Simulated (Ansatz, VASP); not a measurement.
# CaICl in VASP and in Ansatz

```
Ca I Cl
1.0
     4.16763    0.00000    0.00000
    -2.08381    3.60927    0.00000
     0.00000    0.00000   30.44784
Ca I Cl
1 1 1
Direct
  0.00000 0.00000 0.30399
  0.33333 0.66667 0.23685
  0.33333 0.66667 0.35322
```

Alike in both runs: functional PBE; k mesh 6 × 6 × 1; no spin polarisation.

Ansatz relaxed the structure, and its values are those at the end. VASP's run is a single point on that final structure, the one shown.

|  | VASP | Ansatz |
| --- | --- | --- |
| version | VASP 6.6.1 | Ansatz 0.2.0 |
| potentials or method | VASP PAW PBE potentials, release 64 (Ca_sv, I, Cl), cutoff 520 eV | scalar-relativistic, plane waves, PAW |
| occupations | gaussian, width 0.01 eV | fixed |
| valence electrons in the cell | 24 | 34 |

VASP gave:

| Quantity | Value |
| --- | --- |
| gap on the k mesh at the Fermi level (eV) | 3.08 |
| least direct gap on the mesh (eV) | 3.65 |
| rms of the force components (eV/Å) | 0.007 |

Question: Estimate Ansatz's values.

Answer: gap on the k mesh at the Fermi level (eV): 3.08; least direct gap on the mesh (eV): 3.65; rms of the force components (eV/Å): 0.000.

VASP's potentials hold 24 valence electrons a cell and Ansatz's 34, so a difference there can come from the potentials and not from the codes. Ansatz's warnings: xc potential rough in thin density.

Spin-orbit coupling is off throughout.
